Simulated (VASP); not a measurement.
# Al (I4/mmm) in VASP: further runs

Runs on Al. Level: PBE. Tasks: single point, relaxation of cell and atoms.

Program: VASP 6.6.1. These are calculated values, not measurements. Logs are shortened: lines on timing, memory, paths and dates and some standing lists are left out, and cuts for length are marked.

### 1 The cell of the first run

Symmetry: I4/mmm, No. 139, tetragonal system. The conventional cell has a = 3.440 Å, b = 3.440 Å, c = 6.370 Å, α = 90.00°, β = 90.00°, γ = 90.00°. Within 3.2 Å of Al (site symmetry 4mm) lie 5 Al at 2.42 to 2.55 Å.

The cell was built from a structure type or drawn by symmetry, and may not be a known phase.

### 2 Single point, PBE

The input, INCAR:

```
SYSTEM = Al
PREC = Accurate ; ENCUT = 520
EDIFF = 1E-7 ; ISMEAR = 0
SIGMA = 0.1 ; LREAL = .FALSE.
LASPH = .TRUE. ; NELM = 60
ALGO = Fast ; ISIF = 2
LWAVE = .FALSE. ; LCHARG = .TRUE.
GGA = PE ; LELF = .TRUE.
LVHAR = .TRUE. ; NBANDS = 10
```

The input, KPOINTS:

```
Automatic mesh
0
G
  8 8 8
  0 0 0
```

The input, POSCAR:

```
Al
1.0
   -1.7201284400      1.7201284400      3.1851994300
    1.7201284400     -1.7201284400      3.1851994300
    1.7201284400      1.7201284400     -3.1851994300
Al
2
Direct
    0.3102095500      0.3102095500      0.0000000000
    0.6897904500      0.6897904500      0.0000000000
```

Potentials or basis: VASP PAW PBE potentials, release 64 (Al).

Command:

```bash
cat potpaw_PBE.64/Al/POTCAR > POTCAR
mpirun -np 1 vasp_std > vasp.out
```

OUTCAR:

```text
SYSTEM = Al
   PREC = Accurate
   ENCUT = 520
   EDIFF = 1E-7
   ISMEAR = 0
   LREAL = .FALSE.
   LASPH = .TRUE.
   NELM = 60
   ISIF = 2
   GGA = PE

 ion  position               nearest neighbor table
   1  0.310  0.310  0.000-   2 2.42   2 2.55   2 2.55   2 2.55   2 2.55
   2  0.690  0.690  0.000-   1 2.42   1 2.55   1 2.55   1 2.55   1 2.55

  LATTYP: Found a body centered tetragonal cell.
 ALAT       =     3.4402568800
 C/A-ratio  =     1.8517218575

  Lattice vectors:

 A1 = (  -1.7201284400,   1.7201284400,   3.1851994300)
 A2 = (   1.7201284400,  -1.7201284400,   3.1851994300)
 A3 = (   1.7201284400,   1.7201284400,  -3.1851994300)

Analysis of symmetry for initial positions (statically):
=====================================================================
 Subroutine PRICEL returns:
 Original cell was already a primitive cell.

 Routine SETGRP: Setting up the symmetry group for a
 body centered tetragonal supercell.

 Subroutine GETGRP returns: Found 16 space group operations
 (whereof 16 operations were pure point group operations)
 out of a pool of 16 trial point group operations.

The static configuration has the point symmetry D_4h.

Analysis of symmetry for dynamics (positions and initial velocities):
=====================================================================
 Subroutine PRICEL returns:
 Original cell was already a primitive cell.

 Routine SETGRP: Setting up the symmetry group for a
 body centered tetragonal supercell.

 Subroutine GETGRP returns: Found 16 space group operations
 (whereof 16 operations were pure point group operations)
 out of a pool of 16 trial point group operations.

The dynamic configuration has the point symmetry D_4h.

 Subroutine INISYM returns: Found 16 space group operations
 (whereof 16 operations are pure point group operations),
 and found     1 'primitive' translations

----------------------------------------------------------------------------------------

                                     Primitive cell

  volume of cell :      37.6980

  direct lattice vectors                    reciprocal lattice vectors
    -1.720128440  1.720128440  3.185199430     0.000000000  0.290675968  0.156976042
     1.720128440 -1.720128440  3.185199430     0.290675968  0.000000000  0.156976042
     1.720128440  1.720128440 -3.185199430     0.290675968  0.290675968  0.000000000

  length of vectors
     4.007889608  4.007889608  4.007889608     0.330354350  0.330354350  0.411077897

  position of ions in fractional coordinates (direct lattice)
     0.310209550  0.310209550  0.000000000
     0.689790450  0.689790450  0.000000000

  ion indices of the primitive-cell ions
   primitive index   ion index
                 1           1
                 2           2

----------------------------------------------------------------------------------------

 KPOINTS: Automatic mesh

Automatic generation of k-mesh.
 Grid dimensions read from file:
 generate k-points for:    8    8    8

 Generating k-lattice:

  Cartesian coordinates                     Fractional coordinates (reciprocal lattice)
     0.000000000  0.036334496  0.019622005     0.125000000 -0.000000000  0.000000000
     0.036334496  0.000000000  0.019622005    -0.000000000  0.125000000  0.000000000
     0.036334496  0.036334496  0.000000000     0.000000000  0.000000000  0.125000000

  Length of vectors
     0.041294294  0.041294294  0.051384737

  Shift w.r.t. Gamma in fractional coordinates (k-lattice)
     0.000000000  0.000000000  0.000000000

 Subroutine IBZKPT returns following result:
 ===========================================

 Found     59 irreducible k-points:

 Following reciprocal coordinates:
            Coordinates               Weight
  0.000000  0.000000  0.000000      1.000000
  0.125000  0.000000 -0.000000      8.000000
  0.250000  0.000000 -0.000000      8.000000
  0.375000  0.000000 -0.000000      8.000000
  0.500000  0.000000 -0.000000      4.000000
  0.125000  0.125000 -0.000000      8.000000
[... 16 lines left out ...]
[... 47 lines left out ...]
      1      -3.8427      2.00000
      2       8.3290      0.00000
      3       9.1519      0.00000
      4       9.1519      0.00000
      5      10.2763      0.00000
      6      10.9541      0.00000
      7      12.3649      0.00000
      8      12.3649      0.00000
      9      14.4313      0.00000
     10      15.0600      0.00000

 k-point     2 :       0.1250    0.0000   -0.0000
  band No.  band energies     occupation
      1      -3.5965      2.00000
      2       7.2546      0.00000
      3       7.7770      0.00000
      4       9.1715      0.00000
      5      10.4013      0.00000
      6      11.6767      0.00000
      7      12.2101      0.00000
      8      12.7315      0.00000
      9      15.2292      0.00000
     10      15.7254      0.00000

 k-point     3 :       0.2500    0.0000   -0.0000
  band No.  band energies     occupation
      1      -2.8620      2.00000
      2       4.6425      2.00000
      3       6.9197      0.00000
      4       9.3303      0.00000
      5       9.4642      0.00000
      6      11.8750      0.00000
      7      13.1039      0.00000
      8      14.1628      0.00000
      9      14.5452      0.00000
     10      15.9527      0.00000

 k-point     4 :       0.3750    0.0000   -0.0000
  band No.  band energies     occupation
      1      -1.6564      2.00000
      2       2.1909      2.00000
      3       6.3707      0.00010
      4       8.7002      0.00000
      5       9.7644      0.00000
      6      11.8547      0.00000
      7      12.4041      0.00000
      8      14.5433      0.00000
      9      15.8378      0.00000
     10      16.6951      0.00000
[... 222 lines left out ...]
 k-point    22 :       0.1250    0.1250    0.1250
  band No.  band energies     occupation
      1      -2.0992      2.00000
      2       5.1748      2.00000
      3       5.4488      2.00000
      4       7.4262      0.00000
      5       9.9146      0.00000
      6      10.0792      0.00000
      7      10.4618      0.00000
      8      15.0469      0.00000
      9      16.9019      0.00000
     10      18.3715      0.00000

 k-point    23 :       0.2500    0.1250    0.1250
  band No.  band energies     occupation
      1      -0.9020      2.00000
      2       2.9109      2.00000
      3       5.5685      2.00000
      4       7.1123      0.00000
      5       8.4059      0.00000
      6       9.4522      0.00000
      7      11.7601      0.00000
      8      16.6700      0.00000
      9      17.2716      0.00000
     10      18.7026      0.00000

 k-point    24 :       0.3750    0.1250    0.1250
  band No.  band energies     occupation
      1       0.4646      2.00000
      2       1.1261      2.00000
      3       5.8050      1.99996
      4       7.0333      0.00000
      5       7.6709      0.00000
      6       9.1861      0.00000
      7      13.2399      0.00000
      8      15.0967      0.00000
      9      17.7231      0.00000
     10      19.2743      0.00000

 [... further k-points ...]

------------------------ aborting loop because EDIFF is reached ----------------------------------------

  FORCE on cell =-STRESS in cart. coord.  units (eV):
  Direction    XX          YY          ZZ          XY          YZ          ZX
  --------------------------------------------------------------------------------------
  -------------------------------------------------------------------------------------
  Total        2.4250527      2.4250527      4.0535080      0.0000000      0.0000000     -0.0000000
  in kB      103.0655183    103.0655183    172.2753898      0.0000000      0.0000000     -0.0000000
  external PRESSURE =     126.1354755 kB  Pullay stress =       0.0000000 kB

 VOLUME and BASIS-vectors are now :
 -----------------------------------------------------------------------------
  energy-cutoff  :      520.00
  volume of cell :       37.70
      direct lattice vectors                 reciprocal lattice vectors
    -1.720128440  1.720128440  3.185199430     0.000000000  0.290675968  0.156976042
     1.720128440 -1.720128440  3.185199430     0.290675968  0.000000000  0.156976042
     1.720128440  1.720128440 -3.185199430     0.290675968  0.290675968  0.000000000

 POSITION                                       TOTAL-FORCE (eV/Angst)
 -----------------------------------------------------------------------------------
      0.00000      0.00000      1.97616        -0.000000     -0.000000     -0.313385
      0.00000      0.00000      4.39424         0.000000      0.000000      0.313385
 -----------------------------------------------------------------------------------
    total drift:                                0.000000     -0.000000      0.000000

  FREE ENERGIE OF THE ION-ELECTRON SYSTEM (eV)
  ---------------------------------------------------
  free  energy   TOTEN  =        -6.2462381753 eV

  energy  without entropy=       -6.2412275705  energy(sigma->0) =       -6.24373287
```

Wall time 26 s (1 thread of Intel Xeon Platinum 8375C at 2.90GHz (Ice Lake), shared host); peak memory 0.16 GiB.

What came out:

- Free energy: -6.2462 eV
- Pressure: 12.6 GPa
- Largest force: 0.313 eV/Å
- Band gap on the k mesh: zero (bands 3 and 4 overlap by 5.35 eV)

Forces on the atoms (eV/Å):
```
Al   0.000  0.000 -0.313
Al   0.000  0.000  0.313
```

Caveat: the cell stands under pressure.

### 3 Single point, PBE

This run uses another cell than the first one, of 18.90 Å³/atom.

The input, INCAR:

```
PREC = Accurate
ENCUT = 520
EDIFF = 1E-7
ISMEAR = 0
SIGMA = 0.1
LREAL = False
LASPH = True
NELM = 100
ALGO = Fast
ISIF = 2
LWAVE = False
LCHARG = False
GGA = PE
NBANDS = 10
```

The input, KPOINTS:

```
Automatic mesh
0
Gamma
  8 8 8
```

The input, POSCAR:

```
Al
1.0
   -1.4580834592      1.4580834592      4.4451641473
    1.4580834592     -1.4580834592      4.4451641473
    1.4580834592      1.4580834592     -4.4451641473
Al
2
Direct
    0.3525816241      0.3525816241      0.0000000000
    0.6474183759      0.6474183759      0.0000000000
```

Potentials or basis: VASP PAW PBE potentials, release 64 (Al).

Command:

```bash
cat potpaw_PBE.64/Al/POTCAR > POTCAR
mpirun -np 1 vasp_std > vasp.out
```

It took 30 s on 1 thread of Intel Xeon Platinum 8375C at 2.90GHz (Ice Lake), shared host; peak memory 0.19 GiB.

It converged, with:

- Free energy: -7.1468 eV
- Pressure: 0.0 GPa
- Largest force: 0.013 eV/Å
- Band gap on the k mesh: zero (bands 3 and 4 overlap by 6.11 eV)

Forces in eV/Å, atoms in the order of the input:
```
Al   0.000  0.000  0.013
Al   0.000  0.000 -0.013
```

Stress tensor (GPa, compression positive):
```
 0.06  0.00  0.00
 0.00  0.06  0.00
 0.00  0.00 -0.06
```

Levels at points of the mesh, in eV from the Fermi level:
| k point | band 1 | band 2 | band 3 | band 4 | band 5 | band 6 | band 7 |
| --- | --- | --- | --- | --- | --- | --- | --- |
| (0.00, 0.00, 0.00) | -10.36 | -3.06 | -2.48 | 6.36 | 6.36 | 6.41 | 8.59 |
| (0.50, 0.00, 0.00) | -5.95 | -5.52 | -2.31 | -0.82 | 4.97 | 5.56 | 9.38 |
| (0.50, 0.50, 0.00) | -2.46 | -1.60 | -1.60 | -0.10 | 0.68 | 0.97 | 4.55 |
| (0.50, 0.50, 0.50) | -9.29 | -7.37 | 5.29 | 5.54 | 5.59 | 5.59 | 5.69 |

### 4 Relaxation of cell and atoms, PBE

The input, INCAR:

```
SYSTEM = Al
ALGO = Normal
EDIFF = 1E-6
EDIFFG = -0.04
ENCUT = 600
GGA = PE
IBRION = 2
ISIF = 3
ISMEAR = 0
LASPH = .TRUE.
LCHARG = .FALSE.
LREAL = .FALSE.
LWAVE = .FALSE.
NELM = 60
NSW = 90
PREC = Accurate
SIGMA = 0.1
```

The input, KPOINTS:

```
k-points
0
G
  8 8 8
  0 0 0
```

The input, POSCAR:

```
Al
1.0
   -1.7201284400      1.7201284400      3.1851994300
    1.7201284400     -1.7201284400      3.1851994300
    1.7201284400      1.7201284400     -3.1851994300
Al
2
Direct
    0.3102095500      0.3102095500      0.0000000000
    0.6897904500      0.6897904500      0.0000000000
```

Command:

```bash
cat potpaw_PBE.64/Al/POTCAR > POTCAR
mpirun -np 1 vasp_std > vasp.out
```

It took 2.6 min on 1 thread of Intel Xeon Platinum 8375C at 2.90GHz (Ice Lake), shared host; peak memory 0.19 GiB.

Results (log left out):

| Item | Value |
| --- | --- |
| Free energy | -7.1456 eV |
| Relaxed volume | 18.84 Å³/atom |
| Relaxed cell | a = 4.907 Å, b = 4.907 Å, c = 4.907 Å, α = 145.53°, β = 145.53°, γ = 49.54° |
| Space group after relaxing (to 0.1 Å) | I4/mmm (No. 139) |
| Energy gained by relaxing | 449.6 meV/atom |
| Ionic steps | 27 |
| Pressure after relaxing | 0.1 GPa |
| Largest force after relaxing | 0.038 eV/Å |
| Band gap on the k mesh | zero (bands 3 and 4 overlap by 6.09 eV) |

Forces in eV/Å, atoms in the order of the input:
```
Al   0.000  0.000 -0.038
Al   0.000  0.000  0.038
```

Stress tensor (GPa, compression positive):
```
 0.22  0.00  0.00
 0.00  0.22  0.00
 0.00  0.00 -0.17
```

The path:
| step | energy change (eV) | largest force (eV/Å) | pressure (GPa) | volume (Å³) |
| --- | --- | --- | --- | --- |
| 1 | 0.0000 | 0.3133 | 12.62 | 37.70 |
| 2 | -0.2631 | 0.3970 | -1.14 | 46.37 |
| 3 | -0.2677 | 0.3557 | 0.12 | 45.08 |
| 4 | -0.2678 | 0.3609 | -0.03 | 45.24 |
| 5 | -0.2824 | 0.3290 | -0.27 | 45.45 |
| 6 | -0.3362 | 0.2954 | -0.92 | 46.07 |
| 7 | -0.4332 | 0.2960 | -2.47 | 47.25 |
| 8 | -0.1112 | 3.0489 | -3.86 | 49.35 |
| 9 | -0.4275 | 0.7088 | -2.68 | 47.55 |
| 10 | -0.4294 | 0.7182 | -2.71 | 47.56 |
| 11 | -0.4349 | 0.7483 | -2.80 | 47.60 |
| 12 | -0.4448 | 0.8133 | -2.98 | 47.68 |
| 13 | -0.4598 | 0.9728 | -3.36 | 47.83 |
| 14 | -0.4589 | 1.4429 | -4.14 | 48.11 |
| 15 | -0.4645 | 1.2151 | -3.75 | 47.98 |
| 16 | -0.4810 | 1.1764 | -3.85 | 47.88 |
| 17 | -0.5273 | 1.0665 | -4.12 | 47.57 |
| 18 | -0.6065 | 0.8725 | -4.68 | 46.93 |
| 19 | -0.7116 | 0.5583 | -5.47 | 45.56 |
| 20 | -0.8133 | 0.0108 | -5.12 | 42.51 |
| 21 | -0.7564 | 0.6571 | 6.49 | 35.40 |
| 22 | -0.8391 | 0.1257 | -4.57 | 41.33 |
| 23 | -0.8723 | 0.1697 | -3.00 | 39.92 |
| 24 | -0.8929 | 0.2356 | -0.33 | 38.01 |
| 25 | -0.8932 | 0.2453 | 0.11 | 37.75 |
| 26 | -0.8971 | 0.1303 | 0.07 | 37.72 |
| 27 | -0.8992 | 0.0376 | 0.09 | 37.67 |

Final structure:
```
Al
1.0
    -1.45389    1.45389    4.45571
     1.45389   -1.45389    4.45571
     1.45389    1.45389   -4.45571
Al
2
Direct
  0.35318 0.35318 0.00000
  0.64682 0.64682 0.00000
```

Levels at points of the mesh, in eV from the Fermi level:
```tsv
k point	band 1	band 2	band 3	band 4	band 5	band 6	band 7
(0.00, 0.00, 0.00)	-10.37	-3.10	-2.54	6.47	6.47	6.48	8.64
(0.50, 0.00, 0.00)	-5.93	-5.50	-2.32	-0.84	4.92	5.52	10.98
(0.50, 0.50, 0.00)	-2.42	-1.56	-1.55	-0.05	0.67	1.00	5.39
(0.50, 0.50, 0.50)	-9.29	-7.41	5.25	5.60	5.61	5.69	5.69
```

Caveat: a cell axis changed by over 15 % at a fixed basis, so the end point is rough.

### 5 Single point, PBE

This run uses another cell than the first one, of 18.67 Å³/atom.

The input, INCAR:

```
SYSTEM = Al
PREC     = Accurate       ! precision mode
ENCUT    = 520            ! plane-wave cutoff, eV
EDIFF    = 1E-7           ! SCF threshold, eV
ISMEAR   = 0              ! smearing method
SIGMA    = 0.1            ! smearing width, eV
LREAL    = .False.        ! projectors in reciprocal space
LASPH    = .True.         ! aspherical terms in the spheres
NELM     = 80             ! most SCF steps
ALGO     = Fast           ! electronic algorithm
ISIF     = 2              ! what is computed and relaxed
LWAVE    = .False.        ! write WAVECAR
LCHARG   = .False.        ! write CHGCAR
GGA      = PE             ! functional
NBANDS   = 10             ! bands
```

The input, KPOINTS:

```
Automatic mesh
0
Gamma
  26 26 26
  0 0 0
```

The input, POSCAR:

```
Al
1.0
   -1.4130966121      1.4130966121      4.6756344681
    1.4130966121     -1.4130966121      4.6756344681
    1.4130966121      1.4130966121     -4.6756344681
Al
2
Direct
    0.3567679091      0.3567679091      0.0000000000
    0.6432320909      0.6432320909      0.0000000000
```

Command:

```bash
cat potpaw_PBE.64/Al/POTCAR > POTCAR
mpirun -np 1 vasp_std > vasp.out
```

Wall time 16 min (1 thread of Intel Xeon Platinum 8375C at 2.90GHz (Ice Lake), shared host); peak memory 0.56 GiB.

Results (log left out):

```
Free energy            : -7.1893 eV
Pressure               : 0.0 GPa
Band gap on the k mesh : zero (bands 3 and 4 overlap by 5.36 eV)
```

Levels at points of the mesh, in eV from the Fermi level:
| k point | band 1 | band 2 | band 3 | band 4 | band 5 | band 6 | band 7 |
| --- | --- | --- | --- | --- | --- | --- | --- |
| (0.00, 0.00, 0.00) | -10.45 | -3.64 | -3.49 | 6.98 | 7.37 | 7.37 | 8.99 |
| (0.50, 0.00, 0.00) | -5.75 | -5.40 | -2.45 | -1.19 | 4.03 | 4.74 | 10.67 |
| (0.50, 0.50, 0.00) | -2.09 | -1.30 | -0.98 | 0.32 | 0.66 | 1.28 | 3.95 |
| (0.50, 0.50, 0.50) | -9.47 | -7.74 | 4.06 | 4.23 | 6.18 | 6.67 | 6.67 |

### 6 Single point, PBE

This run uses another cell than the first one, of 18.67 Å³/atom.

The input, INCAR:

```
PREC = Accurate
ENCUT = 520
EDIFF = 1E-6
ISMEAR = 0
SIGMA = 0.1
LREAL = False
LASPH = True
NELM = 100
ALGO = Fast
ISIF = 2
LWAVE = False
LCHARG = False
GGA = PE
NBANDS = 10
```

The input, KPOINTS:

```
Automatic mesh
0
Gamma
  26 26 26
```

POSCAR is that of step 5.

Potentials or basis: VASP PAW PBE potentials, release 64 (Al).

Command:

```bash
cat potpaw_PBE.64/Al/POTCAR > POTCAR
mpirun -np 1 vasp_std > vasp.out
```

Wall time 12 min (1 thread of Intel Xeon Platinum 8375C at 2.90GHz (Ice Lake), shared host); peak memory 0.55 GiB.

The run converged. Its results:

```yaml
Free_energy: -7.1893 eV
Pressure: 0.0 GPa
Band_gap_on_the_k_mesh: zero (bands 3 and 4 overlap by 5.36 eV)
```

Levels at points of the mesh, in eV from the Fermi level:
```
           k point  band 1  band 2  band 3  band 4  band 5  band 6
(0.00, 0.00, 0.00)  -10.45   -3.64   -3.49    6.98    7.37    7.37
(0.50, 0.00, 0.00)   -5.75   -5.40   -2.45   -1.19    4.03    4.74
(0.50, 0.50, 0.00)   -2.09   -1.30   -0.98    0.32    0.66    1.28
(0.50, 0.50, 0.50)   -9.47   -7.74    4.06    4.23    6.18    6.67
```

### 7 Summary

| task | cell | k mesh | cutoff (eV) | gap on the mesh (eV) | pressure (GPa) | largest force (eV/Å) |
| --- | --- | --- | --- | --- | --- | --- |
| single point | a = 4.008 Å, angles 129.2, 129.2, 74.7°, 2 atoms, atomic positions A | 8 × 8 × 8 | 520 | none | 12.6 | 0.31 |
| single point | a = 4.900 Å, angles 145.4, 145.4, 49.8°, 2 atoms, atomic positions B | 8 × 8 × 8 | 520 | none | 0.0 | 0.01 |
| relaxation of cell and atoms | relaxed from a = 4.008 Å, angles 129.2, 129.2, 74.7°, 2 atoms, atomic positions A | 8 × 8 × 8 | 600 | none | 0.1 | 0.04 |
| single point | a = 5.085 Å, angles 147.7, 147.7, 46.3°, 2 atoms, atomic positions C | 26 × 26 × 26 | 520 | none | 0.0 | - |

Alike in all rows: level PBE; potentials or basis VASP PAW PBE potentials, release 64 (Al); no spin polarisation; smearing gaussian 0.1 eV.

Caveats: the cell stands under pressure (at least some runs); a cell axis changed by over 15 % at a fixed basis, so the end point is rough (at least some runs).

Absolute energies hang on the potentials; compare differences alone.
